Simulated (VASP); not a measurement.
A run of VASP 6.6.1:

The input INCAR:

```
SYSTEM = CeO2
PREC     = Accurate       ! precision mode
ENCUT    = 520            ! plane-wave cutoff, eV
EDIFF    = 1E-6           ! SCF threshold, eV
ISMEAR   = 0              ! smearing method
SIGMA    = 0.05           ! smearing width, eV
LREAL    = .FALSE.        ! projectors in reciprocal space
LASPH    = .TRUE.         ! aspherical terms in the spheres
NELM     = 100            ! most SCF steps
ALGO     = Normal         ! electronic algorithm
ISIF     = 2              ! what is computed and relaxed
LWAVE    = .FALSE.        ! write WAVECAR
LCHARG   = .FALSE.        ! write CHGCAR
GGA      = PE             ! functional
NBANDS   = 19             ! bands
```

Contents of KPOINTS:

```
Automatic mesh
0
G
  12 12 12
  0 0 0
```

Contents of POSCAR:

```
CeO2
1.0
    0.0000000000      2.7680804041      2.7680804041
    2.7680804041      0.0000000000      2.7680804041
    2.7680804041      2.7680804041      0.0000000000
Ce O
1 2
Direct
    0.0000000000      0.0000000000      0.0000000000
    0.2500000000      0.2500000000      0.2500000000
    0.7500000000      0.7500000000      0.7500000000
```

Potentials or basis: VASP PAW PBE potentials, release 64 (Ce, O).

Command:

```bash
$ cat potpaw_PBE.64/Ce/POTCAR potpaw_PBE.64/O/POTCAR > POTCAR
$ mpirun -np 1 vasp_std > vasp.out
```

Hardware: 1 thread of Intel(R) Xeon(R) Platinum 8375C CPU @ 2.90GHz (Ice Lake) (shared host).

Question: How long does it take, and how much memory?

Answer: Run time: 80 s on 1 thread of Intel(R) Xeon(R) Platinum 8375C CPU @ 2.90GHz (Ice Lake), on a shared host, peak memory 0.22 GiB. Counts: scf iterations 20, k points 72.
